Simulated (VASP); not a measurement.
Here is a VASP 6.6.1 calculation.

The input INCAR:

```
PREC     = Accurate       # precision mode
ENCUT    = 520            # plane-wave cutoff, eV
EDIFF    = 1E-7           # SCF threshold, eV
ISMEAR   = -1             # smearing method
SIGMA    = 0.05           # smearing width, eV
LREAL    = False          # projectors in reciprocal space
LASPH    = True           # aspherical terms in the spheres
NELM     = 80             # most SCF steps
ALGO     = Normal         # electronic algorithm
ISIF     = 2              # what is computed and relaxed
LWAVE    = False          # write WAVECAR
LCHARG   = False          # write CHGCAR
GGA      = PE             # functional
NBANDS   = 17             # bands
```

The input KPOINTS:

```
regular mesh
0
Gamma
  7 7 10
```

File POSCAR:

```
TiSi2
1.0
    4.3452791153      0.0000000000      0.0000000000
   -2.1726395577      3.7631227238      0.0000000000
    0.0000000000      0.0000000000      2.5438214955
Ti Si
1 2
Direct
    0.0000000000      0.0000000000      0.0000000000
    0.3333300000      0.6666700000      0.5000000000
    0.6666700000      0.3333300000      0.5000000000
```

Potentials or basis: VASP PAW PBE potentials, release 64 (Ti_sv, Si).

Run with:

```console
$ cat potpaw_PBE.64/Ti_sv/POTCAR potpaw_PBE.64/Si/POTCAR > POTCAR
$ mpirun -np 1 vasp_std > vasp.out
```

Task: What does it give for the pressure?

Result: 2.6 GPa.

Task: Predict the band gap on the k mesh.

Result: Zero (bands 10 and 11 overlap by 2.65 eV).

Stress tensor (GPa, compression positive):
```
2.74 0.00 0.00
0.00 2.74 0.00
0.00 0.00 2.21
```
